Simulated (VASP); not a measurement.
Here is a VASP 6.6.1 calculation.

Contents of POSCAR:

```
HgC2S2N2
1.0
    5.4211813071     -2.0260615703     -0.0292906388
    5.4211813071      2.0260615703     -0.0292906388
   -0.6247373710      0.0000000000      6.5388061205
Hg C S N
1 2 2 2
Direct
    0.0000000000      0.0000000000      0.0000000000
    0.2673034824      0.2673034824      0.2168100839
    0.7326965176      0.7326965176      0.7831899161
    0.1340549145      0.1340549145      0.3182203612
    0.8659450855      0.8659450855      0.6817796388
    0.3635768755      0.3635768755      0.1509370157
    0.6364231245      0.6364231245      0.8490629843
```

File INCAR.step1:

```
  PREC = Accurate
  ENCUT = 770
  ISMEAR = 0
  SIGMA = 0.1
  LREAL = False
  LASPH = True
  NELM = 120
  NBANDS = 34
  GGA = PE
  ALGO = Normal
  EDIFF = 1E-5
  LWAVE = True
  LCHARG = False
  GGA_COMPAT = False
```

Contents of INCAR.step2:

```
  PREC = Accurate
  ENCUT = 770
  EDIFF = 1E-6
  ISMEAR = 0
  SIGMA = 0.1
  LREAL = False
  LASPH = True
  NELM = 120
  ALGO = Normal
  ISIF = 2
  LWAVE = False
  LCHARG = False
  METAGGA = R2SCAN
  LMIXTAU = True
  NBANDS = 34
  ISTART = 1
  GGA_COMPAT = False
```

Contents of KPOINTS:

```
regular mesh
0
Gamma
  4 4 4
```

Potentials or basis: VASP PAW PBE potentials, release 64 (Hg_sv_GW, C, S, N).

Launch:

```bash
$ cat potpaw_PBE.64/Hg_sv_GW/POTCAR potpaw_PBE.64/C/POTCAR potpaw_PBE.64/S/POTCAR potpaw_PBE.64/N/POTCAR > POTCAR
$ cp INCAR.step1 INCAR
$ mpirun -np 1 vasp_std > vasp.out
$ cp INCAR.step2 INCAR
$ mpirun -np 1 vasp_std > vasp.out
```

(1) What does it give for the band gap on the k mesh?

(2) Predict the largest force.

## Answers

(1) 2.64 eV (least direct gap 2.79 eV).

(2) 0.661 eV/Å.

Caveat: the PAW data sets were made with another functional, which shifts forces and pressure a little; spin-orbit coupling is left out, which moves the levels of the heavy elements.
